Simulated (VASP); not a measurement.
# GdN (F-43m) in VASP: further runs, part 2 of 3

VASP 6.6.1. The steps go on from the part before.

**3. Single point, LDA+U, collinear spin, ferrimagnetic start**

The input, INCAR:

```
SYSTEM = GdN
PREC = Accurate
ENCUT = 600
EDIFF = 1E-6
ISMEAR = 0
SIGMA = 0.05
LREAL = .FALSE.
LASPH = .TRUE.
NELM = 200
ALGO = Normal
ISIF = 2
LWAVE = .FALSE.
LCHARG = .TRUE.
ISPIN = 2
MAGMOM = 7.58 -0.11
LORBIT = 11
LMAXMIX = 6
LDAU = .TRUE.
LDAUTYPE = 2
LDAUL = 3 -1
LDAUU = 8 0
LDAUJ = 0 0
LDAUPRINT = 1
GGA = CA
LELF = .TRUE.
LVHAR = .TRUE.
NBANDS = 22
GGA_COMPAT = .FALSE.
```

The input, KPOINTS:

```
Automatic mesh
0
G
  6 6 6
  0 0 0
```

The input, POSCAR:

```
GdN
1.0
    0.0000000000      2.7293320800      2.7293320800
    2.7293320800      0.0000000000      2.7293320800
    2.7293320800      2.7293320800      0.0000000000
Gd N
1 1
Direct
    0.0000000000      0.0000000000      0.0000000000
    0.2500000000      0.2500000000      0.2500000000
```

Potentials or basis: VASP PAW PBE potentials, release 64 (Gd, N).

Launch:

```bash
$ cat potpaw_PBE.64/Gd/POTCAR potpaw_PBE.64/N/POTCAR > POTCAR
$ mpirun -np 1 vasp_std > vasp.out
```

OUTCAR:

```text
SYSTEM = GdN
   PREC = Accurate
   ENCUT = 600
   EDIFF = 1E-6
   ISMEAR = 0
   LREAL = .FALSE.
   LASPH = .TRUE.
   NELM = 200
   ISIF = 2
   ISPIN = 2
   LORBIT = 11
   GGA = CA

 ion  position               nearest neighbor table
   1  0.000  0.000  0.000-   2 2.36   2 2.36   2 2.36   2 2.36
   2  0.250  0.250  0.250-   1 2.36   1 2.36   1 2.36   1 2.36

  LATTYP: Found a face centered cubic cell.
 ALAT       =     5.4586641600

  Lattice vectors:

 A1 = (   0.0000000000,   2.7293320800,   2.7293320800)
 A2 = (   2.7293320800,   0.0000000000,   2.7293320800)
 A3 = (   2.7293320800,   2.7293320800,   0.0000000000)

Analysis of symmetry for initial positions (statically):
=====================================================================
 Subroutine PRICEL returns:
 Original cell was already a primitive cell.
[... 634 lines left out ...]
      1     -38.8388      1.00000
      2     -16.9880      1.00000
      3     -16.9880      1.00000
      4     -16.9880      1.00000
      5     -10.2143      1.00000
      6      -0.1773      1.00000
[... 389 lines left out ...]
     21      13.0925      0.00000
     22      13.1887      0.00000

------------------------ aborting loop because EDIFF is reached ----------------------------------------

  FORCE on cell =-STRESS in cart. coord.  units (eV):
  Direction    XX          YY          ZZ          XY          YZ          ZX
  --------------------------------------------------------------------------------------
  -------------------------------------------------------------------------------------
  Total       -2.6681263     -2.6681263     -2.6681263      0.0000000      0.0000000      0.0000000
  in kB     -105.1278611   -105.1278611   -105.1278611      0.0000000      0.0000000      0.0000000
  external PRESSURE =    -105.1278611 kB  Pullay stress =       0.0000000 kB

 VOLUME and BASIS-vectors are now :
 -----------------------------------------------------------------------------
  energy-cutoff  :      600.00
  volume of cell :       40.66
      direct lattice vectors                 reciprocal lattice vectors
     0.000000000  2.729332080  2.729332080    -0.183195004  0.183195004  0.183195004
     2.729332080  0.000000000  2.729332080     0.183195004 -0.183195004  0.183195004
     2.729332080  2.729332080  0.000000000     0.183195004  0.183195004 -0.183195004

 POSITION                                       TOTAL-FORCE (eV/Angst)
 -----------------------------------------------------------------------------------
      0.00000      0.00000      0.00000         0.000000      0.000000      0.000000
      1.36467      1.36467      1.36467        -0.000000     -0.000000     -0.000000
 -----------------------------------------------------------------------------------
    total drift:                                0.000000      0.000000      0.000000

  FREE ENERGIE OF THE ION-ELECTRON SYSTEM (eV)
  ---------------------------------------------------
  free  energy   TOTEN  =       -23.0705466722 eV

  energy  without entropy=      -23.0705466722  energy(sigma->0) =      -23.07054667

 total charge

# of ion       s       p       d       f       tot
--------------------------------------------------
    1        2.040   5.595   0.573   6.968  15.176
    2        1.236   2.361   0.000   0.000   3.597
--------------------------------------------------
tot          3.275   7.957   0.573   6.968  18.773

 magnetization (x)

# of ion       s       p       d       f       tot
--------------------------------------------------
    1       -0.000  -0.064   0.051   6.905   6.893
    2       -0.008  -0.069   0.000   0.000  -0.077
--------------------------------------------------
tot         -0.008  -0.133   0.051   6.905   6.816
```

OSZICAR:

```text
N       E                     dE             d eps       ncg     rms          rms(c)
DAV:   1     0.165136859276E+03    0.16514E+03   -0.91055E+03  1932   0.605E+03
DAV:   2     0.663565692614E+01   -0.15850E+03   -0.13062E+03  1958   0.510E+02
DAV:   3    -0.180788310106E+02   -0.24714E+02   -0.24128E+02  2192   0.138E+02
DAV:   4    -0.206327151097E+02   -0.25539E+01   -0.25422E+01  2522   0.325E+01
DAV:   5    -0.207540640599E+02   -0.12135E+00   -0.12119E+00  2370   0.848E+00    0.380E+01
DAV:   6    -0.228314226166E+02   -0.20774E+01   -0.24304E+01  2328   0.197E+02    0.773E+01
DAV:   7    -0.231106721730E+02   -0.27925E+00   -0.36033E+00  2344   0.291E+01    0.520E+01
DAV:   8    -0.229941959669E+02    0.11648E+00   -0.65274E-01  2696   0.160E+01    0.328E+01
DAV:   9    -0.230734901207E+02   -0.79294E-01   -0.38794E-01  2546   0.124E+01    0.857E+00
DAV:  10    -0.230669643556E+02    0.65258E-02   -0.67855E-02  2458   0.224E+00    0.348E+00
DAV:  11    -0.230701988265E+02   -0.32345E-02   -0.97232E-03  2376   0.175E+00    0.149E+00
DAV:  12    -0.230704920986E+02   -0.29327E-03   -0.89592E-04  2464   0.252E-01    0.607E-01
DAV:  13    -0.230705378336E+02   -0.45735E-04   -0.18918E-04  2490   0.178E-01    0.233E-01
DAV:  14    -0.230705420364E+02   -0.42028E-05   -0.41132E-05  2288   0.520E-02    0.839E-02
DAV:  15    -0.230705464254E+02   -0.43889E-05   -0.47152E-06  2242   0.501E-02    0.432E-02
DAV:  16    -0.230705466722E+02   -0.24680E-06   -0.10766E-06  1390   0.750E-03
   1 F= -.23070547E+02 E0= -.23070547E+02  d E =-.399138E-24  mag=     7.0000
```

Run time: 42 s. Hardware: 1 thread of Intel Xeon 6975P-C, shared host; peak memory 0.19 GiB.

Results:

| Property | Result |
| --- | --- |
| Free energy | -23.0705 eV |
| Pressure | -10.5 GPa |
| Band gap on the k mesh | 1.49 eV, indirect (least direct gap 1.81 eV) |
| Net moment | 7.00 μB per cell |
| Site moments | Gd +6.89; N -0.08 μB |
| Valence electrons inside the program's atomic spheres | Gd 15.18; N 3.60 |

Eigenvalues of the final occupation matrices:
```tsv
site	spin	trace	eigenvalues
site 1 f	1	6.94	0.99 0.99 0.99 0.99 0.99 0.99 0.99
site 1 f	2	0.03	0.00 0.00 0.00 0.01 0.01 0.01 0.01
```

Caveat: the PAW data sets were made with another functional, which shifts forces and pressure a little; spin-orbit coupling is left out, which moves the levels of the heavy elements; a cell with one magnetic atom can't hold antiferromagnetic order, which such compounds often take.

**4. Single point, LDA+U, collinear spin, ferrimagnetic start**

The input, INCAR:

```
PREC = Accurate ; ENCUT = 600
EDIFF = 1E-6 ; ISMEAR = 0
SIGMA = 0.05 ; LREAL = False
LASPH = True ; NELM = 200
ALGO = Normal ; ISIF = 2
LWAVE = False ; LCHARG = False
ISPIN = 2 ; MAGMOM = 7.58 -0.11
LORBIT = 11 ; NUPDOWN = 7.0
LMAXMIX = 6 ; LDAU = True
LDAUTYPE = 2 ; LDAUL = 3 -1
LDAUU = 8 0 ; LDAUJ = 0 0
LDAUPRINT = 1 ; GGA = CA
NBANDS = 22 ; GGA_COMPAT = False
```

The input, KPOINTS:

```
regular mesh
0
Gamma
  6 6 6
```

POSCAR is that of step 3.

Launch:

```bash
$ cat potpaw_PBE.64/Gd/POTCAR potpaw_PBE.64/N/POTCAR > POTCAR
$ mpirun -np 1 vasp_std > vasp.out
```

It took 48 s on 1 thread of Intel Xeon 6975P-C, shared host; peak memory 0.19 GiB.

Results (log left out):

```
Free energy                                           : -23.0705 eV
Pressure                                              : -10.5 GPa
Net moment                                            : 7.00 μB per cell
Site moments                                          : Gd +6.89; N -0.08 μB
Valence electrons inside the program's atomic spheres : Gd 15.18; N 3.60
```

Eigenvalues of the final occupation matrices:
| site | spin | trace | eigenvalues |
| --- | --- | --- | --- |
| site 1 f | 1 | 6.94 | 0.99 0.99 0.99 0.99 0.99 0.99 0.99 |
| site 1 f | 2 | 0.03 | 0.00 0.00 0.00 0.01 0.01 0.01 0.01 |

Caveat: the PAW data sets were made with another functional, which shifts forces and pressure a little; spin-orbit coupling is left out, which moves the levels of the heavy elements; the total moment is fixed, so each spin has its own Fermi level; a cell with one magnetic atom can't hold antiferromagnetic order, which such compounds often take. The state reached can hang on the start; a lower one may exist.

**5. Single point, LDA+U, collinear spin, ferrimagnetic start**

The input, INCAR:

```
SYSTEM = GdN
PREC = Accurate ; ENCUT = 600
EDIFF = 1E-6 ; ISMEAR = 0
SIGMA = 0.05 ; LREAL = .False.
LASPH = .True. ; NELM = 200
ALGO = Normal ; ISIF = 2
LWAVE = .False. ; LCHARG = .False.
ISPIN = 2 ; MAGMOM = 6.89 -0.1
LORBIT = 11 ; LMAXMIX = 6
LDAU = .True. ; LDAUTYPE = 2
LDAUL = 3 -1 ; LDAUU = 8 0
LDAUJ = 0 0 ; LDAUPRINT = 1
GGA = CA ; NBANDS = 22
GGA_COMPAT = .False.
```

The input, KPOINTS:

```
Automatic mesh
0
Gamma
  6 6 6
  0 0 0
```

POSCAR is that of step 4.

Launch:

```bash
$ cat potpaw_PBE.64/Gd/POTCAR potpaw_PBE.64/N/POTCAR > POTCAR
$ mpirun -np 1 vasp_std > vasp.out
```

It took 49 s on 1 thread of Intel Xeon 6975P-C, shared host; peak memory 0.19 GiB.

The run converged. Its results:

- Free energy: -23.0705 eV
- Pressure: -10.5 GPa
- Band gap on the k mesh: 1.49 eV, indirect (least direct gap 1.81 eV)
- Net moment: 7.00 μB per cell
- Site moments: Gd +6.89; N -0.08 μB
- Valence electrons inside the program's atomic spheres: Gd 15.18; N 3.60

Levels at points of the mesh, in eV from the valence-band top:
Spin up:
```csv
k point,band 13,band 14,band 15,band 16,band 17,band 18
"(0.00, 0.00, 0.00)",-1.61,-1.61,-1.61,1.51,4.75,4.75
"(0.50, 0.00, 0.00)",-1.52,-1.13,-1.13,3.76,5.08,5.08
"(0.50, 0.50, 0.00)",-2.61,-0.03,-0.03,1.88,4.53,6.27
```
Spin down:
```tsv
k point	band 6	band 7	band 8	band 9	band 10	band 11
(0.00, 0.00, 0.00)	-1.53	-1.53	-1.53	1.49	5.57	5.57
(0.50, 0.00, 0.00)	-1.30	-1.04	-1.04	3.75	5.21	5.28
(0.50, 0.50, 0.00)	-2.50	0.00	0.00	2.38	4.55	5.80
```

Eigenvalues of the final occupation matrices:
```csv
site,spin,trace,eigenvalues
site 1 f,1,6.94,0.99 0.99 0.99 0.99 0.99 0.99 0.99
site 1 f,2,0.03,0.00 0.00 0.00 0.01 0.01 0.01 0.01
```

Caveat: the PAW data sets were made with another functional, which shifts forces and pressure a little; spin-orbit coupling is left out, which moves the levels of the heavy elements; a cell with one magnetic atom can't hold antiferromagnetic order, which such compounds often take. A k mesh can miss the band edges.

**6. Single point, LDA+U, collinear spin, ferrimagnetic start**

The input, INCAR:

```
SYSTEM = GdN
  PREC = Accurate
  ENCUT = 600
  EDIFF = 1E-6
  ISMEAR = 0
  SIGMA = 0.05
  LREAL = .FALSE.
  LASPH = .TRUE.
  NELM = 200
  ALGO = Normal
  ISIF = 2
  LWAVE = .FALSE.
  LCHARG = .FALSE.
  ISPIN = 2
  MAGMOM = 7.49 -0.42
  LORBIT = 11
  NUPDOWN = 6.3
  LMAXMIX = 6
  LDAU = .TRUE.
  LDAUTYPE = 2
  LDAUL = 3 -1
  LDAUU = 8 0
  LDAUJ = 0 0
  LDAUPRINT = 1
  GGA = CA
  NBANDS = 22
  GGA_COMPAT = .FALSE.
```

The input, KPOINTS:

```
Automatic mesh
0
G
  6 6 6
  0 0 0
```

POSCAR is that of step 5.

Potentials or basis: VASP PAW PBE potentials, release 64 (Gd, N).

Launch:

```bash
$ cat potpaw_PBE.64/Gd/POTCAR potpaw_PBE.64/N/POTCAR > POTCAR
$ mpirun -np 1 vasp_std > vasp.out
```

OUTCAR:

```text
SYSTEM = GdN
   PREC = Accurate
   ENCUT = 600
   EDIFF = 1E-6
   ISMEAR = 0
   LREAL = .FALSE.
   LASPH = .TRUE.
   NELM = 200
   ISIF = 2
   ISPIN = 2
   LORBIT = 11
   NUPDOWN = 6.3
   GGA = CA

 ion  position               nearest neighbor table
   1  0.000  0.000  0.000-   2 2.36   2 2.36   2 2.36   2 2.36
   2  0.250  0.250  0.250-   1 2.36   1 2.36   1 2.36   1 2.36

  LATTYP: Found a face centered cubic cell.
 ALAT       =     5.4586641600
[... 1051 lines left out ...]
  external PRESSURE =     -88.1835927 kB  Pullay stress =       0.0000000 kB

 VOLUME and BASIS-vectors are now :
 -----------------------------------------------------------------------------
  energy-cutoff  :      600.00
  volume of cell :       40.66
      direct lattice vectors                 reciprocal lattice vectors
     0.000000000  2.729332080  2.729332080    -0.183195004  0.183195004  0.183195004
     2.729332080  0.000000000  2.729332080     0.183195004 -0.183195004  0.183195004
     2.729332080  2.729332080  0.000000000     0.183195004  0.183195004 -0.183195004

 POSITION                                       TOTAL-FORCE (eV/Angst)
 -----------------------------------------------------------------------------------
      0.00000      0.00000      0.00000         0.000000      0.000000      0.000000
      1.36467      1.36467      1.36467        -0.000000     -0.000000     -0.000000
 -----------------------------------------------------------------------------------
    total drift:                                0.000000      0.000000      0.000000

  FREE ENERGIE OF THE ION-ELECTRON SYSTEM (eV)
  ---------------------------------------------------
  free  energy   TOTEN  =       -22.1250768314 eV

  energy  without entropy=      -22.1204723832  energy(sigma->0) =      -22.12277461

 total charge

# of ion       s       p       d       f       tot
--------------------------------------------------
    1        2.037   5.593   0.576   6.970  15.176
    2        1.251   2.321   0.000   0.000   3.573
--------------------------------------------------
tot          3.288   7.914   0.576   6.970  18.749

 magnetization (x)

# of ion       s       p       d       f       tot
--------------------------------------------------
    1       -0.003  -0.090  -0.035   6.897   6.769
    2       -0.016  -0.271   0.000   0.000  -0.287
--------------------------------------------------
tot         -0.019  -0.361  -0.035   6.897   6.482
```

stdout:

```text
POSCAR found type information on POSCAR GdN
 POSCAR found :  2 types and       2 ions
 scaLAPACK will be used
 -----------------------------------------------------------------------------
|                                                                             |
|                                                                             |
|     You enforced a specific xc type in the INCAR file but a different       |
|     I HOPE YOU KNOW WHAT YOU ARE DOING!                                     |
|                                                                             |
 -----------------------------------------------------------------------------

 LDA part: xc-table for (Slater(with rela. corr.)+CA(PZ))
 , standard interpolation
 POSCAR, INCAR and KPOINTS ok, starting setup
 FFT: planning ... GRIDC
 FFT: planning ... GRID_SOFT
 FFT: planning ... GRID
 WAVECAR not read
 entering main loop
```

Run time: 56 s. Hardware: 1 thread of Intel Xeon 6975P-C, shared host; peak memory 0.19 GiB.

Results:

```
Free energy                                           : -22.1251 eV
Pressure                                              : -8.8 GPa
Net moment                                            : 6.30 μB per cell
Site moments                                          : Gd +6.77; N -0.29 μB
Valence electrons inside the program's atomic spheres : Gd 15.18; N 3.57
```

Eigenvalues of the final occupation matrices:
| site | spin | trace | eigenvalues |
| --- | --- | --- | --- |
| site 1 f | 1 | 6.94 | 0.99 0.99 0.99 0.99 0.99 0.99 0.99 |
| site 1 f | 2 | 0.04 | 0.00 0.00 0.00 0.00 0.00 0.00 0.01 |

Caveat: the PAW data sets were made with another functional, which shifts forces and pressure a little; spin-orbit coupling is left out, which moves the levels of the heavy elements; the total moment is fixed, so each spin has its own Fermi level; a cell with one magnetic atom can't hold antiferromagnetic order, which such compounds often take.

[end of part 2 of 3]
